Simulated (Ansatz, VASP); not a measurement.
# ZrC: VASP beside Ansatz

```xyz
2
Lattice="0.0000 2.3650 2.3650 2.3650 0.0000 2.3650 2.3650 2.3650 0.0000" Properties=species:S:1:pos:R:3 pbc="T T T"
Zr    2.3650    2.3650    2.3650
C     0.0000    0.0000    0.0000
```

Alike in both runs: task relaxation of cell and atoms; functional r2SCAN; k mesh 16 × 16 × 16; occupations fermi-dirac, width 0.01 eV; no spin polarisation.

|  | VASP | Ansatz |
| --- | --- | --- |
| version | VASP 6.6.1 | Ansatz 0.2.0 |
| potentials or method | VASP PAW PBE potentials, release 64 (Zr_sv, C) | PAW with Ansatz's default frozen-core files, scalar-relativistic |
| plane-wave cutoff (eV) | 600 | 500 |
| valence electrons in the cell | 16 | 16 |

|  | VASP | Ansatz | Ansatz less VASP |
| --- | --- | --- | --- |
| relaxed volume (Å³/atom) | 13.08 | 13.08 | -0.005 |
| relaxed cell length with the largest relative difference (Å) | 3.332 | 3.332 | -0.0004 |

VASP's potentials were made for PBE, not for r2SCAN.
